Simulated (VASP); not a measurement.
# LaHg3N2: single point with PBE

The system is LaHg3N2.

```
La Hg N
1.0
     4.56430    0.00000    0.00000
     0.00000    4.56430    0.00000
     0.00000    0.00000    6.93503
La Hg N
1 3 2
Direct
  0.50000 0.50000 0.00000
  0.50000 0.00000 0.55017
  0.00000 0.50000 0.44983
  0.00000 0.00000 0.00000
  0.50000 0.00000 0.88249
  0.00000 0.50000 0.11751
```

The cell was built from a structure type or drawn by symmetry, and may not be a known phase.

| Property | Result |
| --- | --- |
| Program | VASP 6.6.1 |
| Task | single point |
| Functional | PBE |
| Potentials or basis | VASP PAW PBE potentials, release 64 (La, Hg, N) |
| Cutoff | 520 eV |
| k mesh | 8 × 8 × 6 |
| Occupations | gaussian, width 0.1 eV |
| Spin | no spin polarisation |
| Dipole correction | no |
| Further INCAR settings | ALGO = Normal; EDIFF = 1e-07; NBANDS = 38 |

| Quantity | Value |
| --- | --- |
| Pressure | 0.2 GPa |
| Largest force | 0.063 eV/Å |
| Band gap on the k mesh | zero (an odd number of electrons rules out a gap without spin polarisation) |

Forces on the atoms (eV/Å):
```
La   0.000  0.000  0.000
Hg   0.000  0.000 -0.063
Hg   0.000  0.000  0.063
Hg   0.000  0.000  0.000
N    0.000  0.000  0.045
N    0.000  0.000 -0.045
```

Stress tensor (GPa, compression positive):
```
0.13 0.00 0.00
0.00 0.13 0.00
0.00 0.00 0.30
```

Levels at points of the mesh, in eV from the Fermi level:
```tsv
k point	band 27	band 28	band 29	band 30	band 31	band 32
(0.00, 0.00, 0.00)	-0.91	-0.91	1.03	1.44	3.14	3.14
(0.50, 0.00, 0.00)	-1.15	-0.90	-0.29	1.73	3.63	3.77
(0.50, 0.50, 0.00)	-0.68	-0.42	-0.42	0.31	0.98	3.79
(0.00, 0.00, 0.50)	-0.95	-0.89	-0.40	1.93	3.17	3.17
(0.50, 0.00, 0.50)	-0.95	-0.78	-0.25	1.89	2.61	3.17
(0.50, 0.50, 0.50)	-1.16	0.24	0.24	0.45	1.41	2.89
```

Wall time 3.7 min on 1 thread of Intel(R) Xeon(R) 6975P-C (Granite Rapids), on a shared host, peak memory 0.48 GiB.

Caveat: spin-orbit coupling is left out, which moves the levels of the heavy elements.
